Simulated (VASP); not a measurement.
Here is a VASP 6.6.1 calculation.

Contents of INCAR:

```
PREC = Accurate
ENCUT = 600
EDIFF = 1E-6
ISMEAR = 0
SIGMA = 0.01
LREAL = F
LASPH = T
NELM = 120
ALGO = Normal
ISIF = 2
LWAVE = F
LCHARG = T
GGA = PE
LELF = T
LVHAR = T
NBANDS = 11
GGA_COMPAT = F
```

KPOINTS

```
regular mesh
0
Gamma
  4 4 4
```

Contents of POSCAR:

```
SiC
1.0
    0.0000000000      2.1037000000      2.1037000000
    2.1037000000      0.0000000000      2.1037000000
    2.1037000000      2.1037000000      0.0000000000
Si C
1 1
Direct
    0.0000000000      0.0000000000      0.0000000000
    0.2500000000      0.2500000000      0.2500000000
```

Potentials or basis: VASP PAW PBE potentials, release 64 (Si, C).

Launch:

```sh
$ cat potpaw_PBE.64/Si/POTCAR potpaw_PBE.64/C/POTCAR > POTCAR
$ mpirun -np 1 vasp_std > vasp.out
```

(1) What does it give for the pressure?

(2) Predict the band gap on the k mesh.

## Answers

(1) 32.6 GPa.

(2) 1.20 eV, indirect (least direct gap 4.61 eV).

Caveat: the k points lie up to 0.65 Å⁻¹ apart.
